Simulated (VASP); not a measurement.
# SnTe (CsCl type) (Pm-3m) in VASP: notebook

Runs on SnTe (CsCl type). Level: PBE. Tasks: single point.

All numbers are computed with VASP 6.6.1; they aren't measurements. Logs are shortened: lines on timing, memory, paths and dates and some standing lists are left out, and cuts for length are marked.

## 1. The cell of the first run

The structure is cubic, space group Pm-3m (No. 221). Conventional cell: a = 3.703 Å, b = 3.703 Å, c = 3.703 Å, α = 90.00°, β = 90.00°, γ = 90.00°. Within 4.2 Å of Sn (site symmetry m-3m) lie 8 Te at 3.21 Å and 6 Sn at 3.70 Å. Within 4.2 Å of Te (site symmetry m-3m) lie 8 Sn at 3.21 Å and 6 Te at 3.70 Å.

## 2. Single point, PBE

Input file INCAR:

```
SYSTEM = SnTe
PREC = Accurate
ENCUT = 520
EDIFF = 1E-7
ISMEAR = -1
SIGMA = 0.1
LREAL = .False.
LASPH = .True.
NELM = 80
ALGO = Normal
ISIF = 2
LWAVE = .False.
LCHARG = .False.
GGA = PE
NBANDS = 17
```

Input file KPOINTS:

```
regular mesh
0
Gamma
  12 12 12
  0 0 0
```

Input file POSCAR:

```
SnTe
1.0
    3.7034227674      0.0000000000      0.0000000000
    0.0000000000      3.7034227674      0.0000000000
    0.0000000000      0.0000000000      3.7034227674
Sn Te
1 1
Direct
    0.0000000000      0.0000000000      0.0000000000
    0.5000000000      0.5000000000      0.5000000000
```

Potentials or basis: VASP PAW PBE potentials, release 64 (Sn_d, Te).

Run with:

```sh
cat potpaw_PBE.64/Sn_d/POTCAR potpaw_PBE.64/Te/POTCAR > POTCAR
mpirun -np 1 vasp_std > vasp.out
```

OUTCAR:

```text
SYSTEM = SnTe
   PREC = Accurate
   ENCUT = 520
   EDIFF = 1E-7
   ISMEAR = -1
   LREAL = .False.
   LASPH = .True.
   NELM = 80
   ISIF = 2
   GGA = PE

 ion  position               nearest neighbor table
   1  0.000  0.000  0.000-   2 3.21   2 3.21   2 3.21   2 3.21   2 3.21   2 3.21   2 3.21   2 3.21

   2  0.500  0.500  0.500-   1 3.21   1 3.21   1 3.21   1 3.21   1 3.21   1 3.21   1 3.21   1 3.21

  LATTYP: Found a simple cubic cell.
 ALAT       =     3.7034227674

  Lattice vectors:

 A1 = (   3.7034227674,   0.0000000000,   0.0000000000)
 A2 = (   0.0000000000,   3.7034227674,   0.0000000000)
 A3 = (   0.0000000000,   0.0000000000,   3.7034227674)

Analysis of symmetry for initial positions (statically):
=====================================================================
 Subroutine PRICEL returns:
 Original cell was already a primitive cell.

 Routine SETGRP: Setting up the symmetry group for a
 simple cubic supercell.

 Subroutine GETGRP returns: Found 48 space group operations
[... 9 lines left out ...]

 Routine SETGRP: Setting up the symmetry group for a
 simple cubic supercell.

 Subroutine GETGRP returns: Found 48 space group operations
[... 11 lines left out ...]
                                     Primitive cell

  volume of cell :      50.7937

  direct lattice vectors                    reciprocal lattice vectors
     3.703422767  0.000000000  0.000000000     0.270020482  0.000000000  0.000000000
     0.000000000  3.703422767  0.000000000     0.000000000  0.270020482  0.000000000
     0.000000000  0.000000000  3.703422767     0.000000000  0.000000000  0.270020482

  length of vectors
     3.703422767  3.703422767  3.703422767     0.270020482  0.270020482  0.270020482

  position of ions in fractional coordinates (direct lattice)
     0.000000000  0.000000000  0.000000000
     0.500000000  0.500000000  0.500000000

  ion indices of the primitive-cell ions
   primitive index   ion index
                 1           1
                 2           2

----------------------------------------------------------------------------------------

 KPOINTS: regular mesh

Automatic generation of k-mesh.
 Grid dimensions read from file:
 generate k-points for:   12   12   12

 Generating k-lattice:

  Cartesian coordinates                     Fractional coordinates (reciprocal lattice)
     0.022501707  0.000000000  0.000000000     0.083333333  0.000000000  0.000000000
     0.000000000  0.022501707  0.000000000     0.000000000  0.083333333  0.000000000
     0.000000000  0.000000000  0.022501707     0.000000000  0.000000000  0.083333333

  Length of vectors
     0.022501707  0.022501707  0.022501707

  Shift w.r.t. Gamma in fractional coordinates (k-lattice)
     0.000000000  0.000000000  0.000000000

 Subroutine IBZKPT returns following result:
 ===========================================

 Found     84 irreducible k-points:

 Following reciprocal coordinates:
            Coordinates               Weight
  0.000000  0.000000  0.000000      1.000000
  0.083333  0.000000  0.000000      6.000000
  0.166667  0.000000  0.000000      6.000000
  0.250000  0.000000  0.000000      6.000000
  0.333333  0.000000  0.000000      6.000000
  0.416667  0.000000  0.000000      6.000000
[... 16 lines left out ...]
  0.333333  0.333333  0.000000     12.000000
  0.416667  0.333333  0.000000     24.000000
 [... further k-points ...]
   k-points           NKPTS =     84   k-points in BZ     NKDIM =     84   number of bands    NBANDS=     17
   number of dos      NEDOS =    301   number of ions     NIONS =      2
   total plane-waves  NPLWV =  21952
   dimension x,y,z NGX =    28 NGY =   28 NGZ =   28
   dimension x,y,z NGXF=    56 NGYF=   56 NGZF=   56
   ions per type =               1   1
   NGX,Y,Z   is equivalent  to a cutoff of  12.57, 12.57, 12.57 a.u.
   NGXF,Y,Z  is equivalent  to a cutoff of  25.14, 25.14, 25.14 a.u.
 SYSTEM =  SnTe
   PREC   = accura    normal or accurate (medium, high low for compatibility)
   ISTART =      0    job   : 0-new  1-cont  2-samecut
   ICHARG =      2    charge: 1-file 2-atom 10-const
   ISPIN  =      1    spin polarized calculation?
   LNONCOLLINEAR =      F non collinear calculations
   LSORBIT =      F    spin-orbit coupling
   LASPH  =      T    aspherical Exc in radial PAW
   ENCUT  =  520.0 eV  38.22 Ry    6.18 a.u.   6.89  6.89  6.89*2*pi/ulx,y,z
   NELM   =     80;   NELMIN=  2; NELMDL= -5     # of ELM steps
   EDIFF  = 0.1E-06   stopping-criterion for ELM
   LREAL  =      F    real-space projection
   EDIFFG = 0.1E-05   stopping-criterion for IOM
   NSW    =      0    number of steps for IOM
   IBRION =     -1    ionic relax: 0-MD 1-quasi-New 2-CG
   NFREE  =      0    steps in history (QN), initial steepest desc. (CG)
   ISIF   =      2    stress and relaxation
   ISYM   =      2    0-nonsym 1-usesym 2-fastsym
   POTIM  = 0.5000    time-step for ionic-motion
   TEBEG  =    0.0;   TEEND  =   0.0 temperature during run
   PSTRESS=    0.0 pullay stress
   NELECT =      20.0000    total number of electrons
   NUPDOWN=      -1.0000    fix difference up-down
   EMIN   =  10.00;   EMAX   =-10.00  energy-range for DOS
   EFERMI =   0.00;   METHOD = LEGACY
   ISMEAR =    -1;   SIGMA  =   0.10  broadening in eV -4-tet -1-fermi 0-gaus
   EFERMI_NEDOS =   21; number of points for ismear=-14 and -15
   IALGO  =     38    algorithm
   IMIX   =      4    mixing-type and parameters
     AMIX     =   0.40;   BMIX     =  1.00
     AMIX_MAG =   1.60;   BMIX_MAG =  1.00
  volume/ion in A,a.u.               =      25.40       171.39
  Fermi-wavevector in a.u.,A,eV,Ry     =   1.199909  2.267499 19.589408  1.439781
  Thomas-Fermi vector in A             =   2.335759
   LORBIT       =      0    0 simple, 1 ext, 2 COOP (PROOUT), +10 PAW based schemes
   GGA     = PE    functional components
   LHFCALC =     F    Hartree Fock is set to
   AEXX    =    0.0000 exact exchange contribution
   IVDW    =     0    specifies the selected vdW correction
   LEPSILON=     F    determine dielectric tensor
   LRPA    =     F    only Hartree local field effects (RPA)
 non-spin polarized calculation
  energy-cutoff  :      520.00
  volume of cell :       50.79
 maximum number of plane-waves:      1406
 NGX is ok and might be reduce to    28
   NGX = 13   NGY = 13   NGZ = 13

 number of electron      20.0000006 magnetization

 Free energy of the ion-electron system (eV)
  ---------------------------------------------------
  ext. energy  EPLUGINS =         0.00000000
  ---------------------------------------------------
  free energy    TOTEN  =        -6.91415409 eV

  energy without entropy =       -6.87043294  energy(sigma->0) =       -6.89229351

 E-fermi :   9.1431     XC(G=0): -10.6165

 val. band max:        9.1371752459   @ k =   0.5000   0.2500   0.0000
 cond. band min:       9.1667454860   @ k =   0.4167   0.4167   0.2500
 fundamental gap:      0.0295702401
 Fermi energy:         9.1431134962

 k-point     1 :       0.0000    0.0000    0.0000
  band No.  band energies     occupation
      1     -12.4940      2.00000
      2     -12.4940      2.00000
      3     -12.4316      2.00000
      4     -12.4316      2.00000
      5     -12.4316      2.00000
      6      -4.3853      2.00000
[... 9 lines left out ...]
     16      20.6514      0.00000
     17      20.6514      0.00000

 k-point     2 :       0.0833    0.0000    0.0000
  band No.  band energies     occupation
      1     -12.4938      2.00000
      2     -12.4901      2.00000
      3     -12.4330      2.00000
      4     -12.4330      2.00000
      5     -12.4315      2.00000
      6      -4.3179      2.00000
[... 9 lines left out ...]
     16      20.1932      0.00000
     17      20.1973      0.00000

 k-point     3 :       0.1667    0.0000    0.0000
  band No.  band energies     occupation
      1     -12.4933      2.00000
      2     -12.4794      2.00000
      3     -12.4369      2.00000
      4     -12.4369      2.00000
      5     -12.4313      2.00000
      6      -4.1188      2.00000
[... 9 lines left out ...]
     16      18.9899      0.00000
     17      20.0177      0.00000

 k-point     4 :       0.2500    0.0000    0.0000
  band No.  band energies     occupation
      1     -12.4925      2.00000
      2     -12.4649      2.00000
      3     -12.4422      2.00000
      4     -12.4422      2.00000
      5     -12.4310      2.00000
      6      -3.8006      2.00000
[... 9 lines left out ...]
     16      17.7567      0.00000
     17      20.2328      0.00000

 k-point     5 :       0.3333    0.0000    0.0000
  band No.  band energies     occupation
      1     -12.4919      2.00000
      2     -12.4504      2.00000
      3     -12.4474      2.00000
      4     -12.4474      2.00000
      5     -12.4307      2.00000
      6      -3.3957      2.00000
[... 9 lines left out ...]
     16      18.0270      0.00000
     17      20.7275      0.00000

 k-point     6 :       0.4167    0.0000    0.0000
  band No.  band energies     occupation
      1     -12.4913      2.00000
      2     -12.4513      2.00000
      3     -12.4513      2.00000
      4     -12.4398      2.00000
      5     -12.4304      2.00000
      6      -2.9926      2.00000
[... 9 lines left out ...]
     16      20.2179      0.00000
     17      21.4338      0.00000
[... 281 lines left out ...]
 k-point    21 :       0.4167    0.2500    0.0000
  band No.  band energies     occupation
      1     -12.4732      2.00000
      2     -12.4678      2.00000
      3     -12.4492      2.00000
      4     -12.4394      2.00000
      5     -12.4264      2.00000
      6      -2.4783      2.00000
[... 9 lines left out ...]
     16      17.9523      0.00000
     17      19.3232      0.00000

 k-point    22 :       0.5000    0.2500    0.0000
  band No.  band energies     occupation
      1     -12.4727      2.00000
      2     -12.4697      2.00000
      3     -12.4504      2.00000
      4     -12.4393      2.00000
      5     -12.4226      2.00000
      6      -2.3082      2.00000
[... 9 lines left out ...]
     16      18.2664      0.00000
     17      18.7726      0.00000

 k-point    23 :       0.3333    0.3333    0.0000
  band No.  band energies     occupation
      1     -12.4709      2.00000
      2     -12.4694      2.00000
      3     -12.4453      2.00000
      4     -12.4440      2.00000
      5     -12.4255      2.00000
      6      -2.4872      2.00000
[... 9 lines left out ...]
     16      17.8908      0.00000
     17      19.1621      0.00000

 k-point    24 :       0.4167    0.3333    0.0000
  band No.  band energies     occupation
      1     -12.4761      2.00000
      2     -12.4673      2.00000
      3     -12.4481      2.00000
      4     -12.4439      2.00000
      5     -12.4164      2.00000
      6      -2.1503      2.00000
[... 9 lines left out ...]
     16      18.0539      0.00000
     17      18.2472      0.00000

 [... further k-points ...]
[... 5 lines left out ...]
  --------------------------------------------------------------------------------------
  -------------------------------------------------------------------------------------
  Total        2.6829528      2.6829528      2.6829528     -0.0000000     -0.0000000     -0.0000000
  in kB       84.6279324     84.6279324     84.6279324     -0.0000000     -0.0000000     -0.0000000
  external PRESSURE =      84.6279324 kB  Pullay stress =       0.0000000 kB

 VOLUME and BASIS-vectors are now :
 -----------------------------------------------------------------------------
  energy-cutoff  :      520.00
  volume of cell :       50.79
      direct lattice vectors                 reciprocal lattice vectors
     3.703422767  0.000000000  0.000000000     0.270020482  0.000000000  0.000000000
     0.000000000  3.703422767  0.000000000     0.000000000  0.270020482  0.000000000
     0.000000000  0.000000000  3.703422767     0.000000000  0.000000000  0.270020482

 POSITION                                       TOTAL-FORCE (eV/Angst)
 -----------------------------------------------------------------------------------
      0.00000      0.00000      0.00000         0.000000      0.000000      0.000000
      1.85171      1.85171      1.85171         0.000000      0.000000      0.000000
 -----------------------------------------------------------------------------------
    total drift:                               -0.000000      0.000000     -0.000000

  FREE ENERGIE OF THE ION-ELECTRON SYSTEM (eV)
  ---------------------------------------------------
  free  energy   TOTEN  =        -6.9141540900 eV

  energy  without entropy=       -6.8704329354  energy(sigma->0) =       -6.89229351
```

Run time: 88 s. Hardware: 1 thread of AMD EPYC 7R13, shared host; peak memory 0.18 GiB.

Results:

| Property | Result |
| --- | --- |
| Free energy | -6.9142 eV |
| Pressure | 8.5 GPa |
| Band gap on the k mesh | zero (band 10 reaches 9.99 eV, above the bottom of band 11 at 7.26 eV) |

Levels at points of the mesh, in eV from the Fermi level:
| k point | band 6 | band 7 | band 8 | band 9 | band 10 | band 11 | band 12 | band 13 | band 14 | band 15 |
| --- | --- | --- | --- | --- | --- | --- | --- | --- | --- | --- |
| (0.00, 0.00, 0.00) | -13.53 | -4.78 | -2.16 | -2.16 | -2.16 | 3.20 | 3.20 | 6.47 | 6.47 | 6.47 |
| (0.50, 0.00, 0.00) | -11.94 | -9.09 | -0.32 | -0.32 | 0.46 | 0.54 | 2.28 | 2.28 | 5.04 | 6.13 |
| (0.50, 0.50, 0.00) | -10.77 | -6.62 | -5.80 | -5.80 | 0.37 | 3.84 | 4.26 | 4.26 | 6.26 | 7.45 |
| (0.50, 0.50, 0.50) | -10.02 | -5.05 | -3.55 | -3.55 | -3.55 | -1.88 | -1.88 | -1.88 | 15.77 | 15.77 |

Caveat: spin-orbit coupling is left out, which moves the levels of the heavy elements.

[end of part 1 of 2]
